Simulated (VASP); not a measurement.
**In: single point with LDA**

In:

```
In
1.0
    -1.49156    1.49156    2.53849
     1.49156   -1.49156    2.53849
     1.49156    1.49156   -2.53849
In
1
Direct
  0.00000 0.00000 0.00000
```

* Program: VASP 6.6.1
* Task: single point
* Functional: LDA
* Potentials or basis: VASP PAW LDA potentials, release 64 (In_d)
* Cutoff: 520 eV
* k mesh: 22 × 22 × 22
* Occupations: gaussian, width 0.15 eV
* Spin: no spin polarisation

- Pressure: 5.4 GPa
- Band gap on the k mesh: zero (an odd number of electrons rules out a gap without spin polarisation)

Stress tensor (GPa, compression positive):
```
6.29 0.00 0.00
0.00 6.29 0.00
0.00 0.00 3.69
```

Levels at points of the mesh, in eV from the Fermi level:
```csv
k point,band 2,band 3,band 4,band 5,band 6,band 7,band 8,band 9,band 10,band 11
"(0.00, 0.00, 0.00)",-14.72,-14.61,-14.61,-14.33,-10.64,11.87,11.87,11.97,12.30,13.39
"(0.50, 0.00, 0.00)",-14.90,-14.60,-14.33,-14.22,-4.31,-3.98,6.64,10.84,11.64,12.53
"(0.50, 0.50, 0.00)",-15.01,-14.38,-14.31,-14.03,-1.92,-0.49,3.08,4.22,7.49,7.82
"(0.50, 0.50, 0.50)",-14.98,-14.25,-14.25,-14.24,-4.19,-3.85,6.34,6.34,10.16,10.67
```

Wall time 7.5 min on 1 thread of Intel(R) Xeon(R) Platinum 8375C CPU @ 2.90GHz (Ice Lake), with other jobs on the host, peak memory 0.33 GiB.

Caveat: the cell stands under pressure; spin-orbit coupling is left out, which moves the levels of the heavy elements.
